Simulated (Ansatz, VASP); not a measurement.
## Two plane-wave programs on MgO2

The input INCAR:

```
ALGO = Normal
EDIFF = 1E-7
ENCUT = 520
GGA = PS
ISIF = 2
ISMEAR = 0
LASPH = True
LCHARG = True
LELF = True
LREAL = False
LVHAR = True
LWAVE = False
NBANDS = 14
NELM = 80
PREC = Accurate
SIGMA = 0.05
```

The input KPOINTS:

```
k-points
0
Gamma
  12 12 12
```

File POSCAR:

```
MgO2
1.0
    1.6689514567      0.9635695728      3.4939788749
   -1.6689514567      0.9635695728      3.4939788749
    0.0000000000     -1.9271391455      3.4939788749
Mg O
1 2
Direct
    0.0000000000      0.0000000000      0.0000000000
    0.4287860000      0.4287860000      0.4287860000
    0.5712140000      0.5712140000      0.5712140000
```

Input for Ansatz:

```yaml
crystal:
  lattice:
    - [1.6689514567, 0.9635695728, 3.4939788749]
    - [-1.6689514567, 0.9635695728, 3.4939788749]
    - [0.0, -1.9271391455, 3.4939788749]
  atoms:
    - { symbol: Mg, position: [0.0, 0.0, 0.0] }
    - { symbol: O, position: [0.428786, 0.428786, 0.428786] }
    - { symbol: O, position: [0.571214, 0.571214, 0.571214] }
basis:
  ecutwfc: 420
kpoints:
  mp_grid: { grid: [12, 12, 12] }
hamiltonian:
  xc: pbesol
scf:
  occupations: { method: gaussian, width: 0.05 }
output:
  forces: true
  stress: true
  eigenvalues: true
```

Change from the starting cell: strain +0.040 along x and y, +0.000 along z, atoms carried along.

Alike in both runs: task single point; functional PBEsol; k mesh 12 × 12 × 12; occupations gaussian, width 0.05 eV; no spin polarisation.

```csv
,VASP,Ansatz
version,VASP 6.6.1,Ansatz 0.2.0
potentials or method,"VASP PAW PBE potentials, release 64 (Mg, O), cutoff 520 eV","scalar-relativistic, plane waves, PAW"
valence electrons in the cell,14,22
```

```csv
,VASP,Ansatz,Ansatz less VASP
gap on the k mesh at the Fermi level (eV),2.27,2.30,+0.027
least direct gap on the mesh (eV),2.27,2.30,+0.027
pressure (GPa),-11.1,-10.9,+0.19
"traceless stress, the component that is largest in VASP (GPa)",4.38,3.37,-1.010
rms of the force components (eV/Å),0.136,0.048,-0.0883
```

VASP's potentials were made for PBE, not for PBEsol. Atom by atom the forces differ by 0.088 eV/Å (rms over components). VASP's potentials hold 14 valence electrons a cell and Ansatz's 22, so a difference there can come from the potentials and not from the codes.
